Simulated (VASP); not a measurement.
The system is BiTe.

```xyz
2
Lattice="0.0000 3.1690 3.1690 3.1690 0.0000 3.1690 3.1690 3.1690 0.0000" Properties=species:S:1:pos:R:3 pbc="T T T"
Bi    0.0000    0.0000    0.0000
Te    3.1690    3.1690    3.1690
```

Program: VASP 6.6.1. Alike in all runs: task single point; cell as given; cutoff (eV) 520; smearing fermi-dirac 0.05 eV.

Order these runs on this cell by their pressure, lowest first.
A. level r2SCAN; potentials or basis VASP PAW PBE potentials, release 64 (Bi_d, Te); spin off; k mesh 7 × 7 × 7
B. level LDA; potentials or basis VASP PAW LDA potentials, release 64 (Bi_d, Te); spin off; k mesh 7 × 7 × 7
C. level PBE exchange alone; potentials or basis VASP PAW PBE potentials, release 64 (Bi_d, Te); spin non-collinear, zero start, SOC; k mesh 5 × 5 × 5

B (0.6 GPa), A (3.7 GPa), C (15.8 GPa).

Caveats: the cell stands under pressure (at least some runs); the PAW data sets were made with another functional, which shifts forces and pressure a little (at least some runs).
